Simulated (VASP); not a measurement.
A run of VASP 6.6.1 is set up as follows.

Contents of INCAR:

```
ALGO = Fast
EDIFF = 1E-6
EDIFFG = -0.01
ENCUT = 600
GGA = PE
IBRION = 2
ISIF = 3
ISMEAR = 0
LASPH = T
LCHARG = F
LREAL = F
LWAVE = F
NELM = 80
NSW = 100
PREC = Accurate
SIGMA = 0.1
```

Contents of KPOINTS:

```
k-points
0
Gamma
  24 24 24
```

File POSCAR:

```
Al
1.0
    0.0000000000      2.2605472920      2.4924591098
    1.5130620678      0.0000000000      2.4924591098
    1.5130620678      2.2605472920      0.0000000000
Al
1
Direct
    0.0000000000      0.0000000000      0.0000000000
```

Potentials or basis: VASP PAW PBE potentials, release 64 (Al).

The run is started by

```sh
$ cat potpaw_PBE.64/Al/POTCAR > POTCAR
$ mpirun -np 1 vasp_std > vasp.out
```

What does it give for the band gap on the k mesh?

Zero (an odd number of electrons rules out a gap without spin polarisation).

What does it give for the relaxed volume?

17.00 Å³/atom.

Step by step:
```csv
step,energy change (eV),largest force (eV/Å),pressure (GPa),volume (Å³)
1,0.0000,0.0000,0.21,17.05
2,-0.0155,0.0000,-0.50,17.10
3,-0.0252,0.0000,-0.87,17.14
4,-0.0283,0.0000,0.37,16.85
5,-0.0287,0.0000,0.93,16.73
6,-0.0313,0.0000,0.62,16.82
7,-0.0328,0.0000,0.35,16.91
8,-0.0305,0.0000,0.09,17.07
9,-0.0329,0.0000,0.27,16.95
10,-0.0329,0.0000,0.27,16.95
11,-0.0330,0.0000,-0.15,17.04
12,-0.0330,0.0000,-0.03,17.01
13,-0.0330,0.0000,0.00,17.00
```
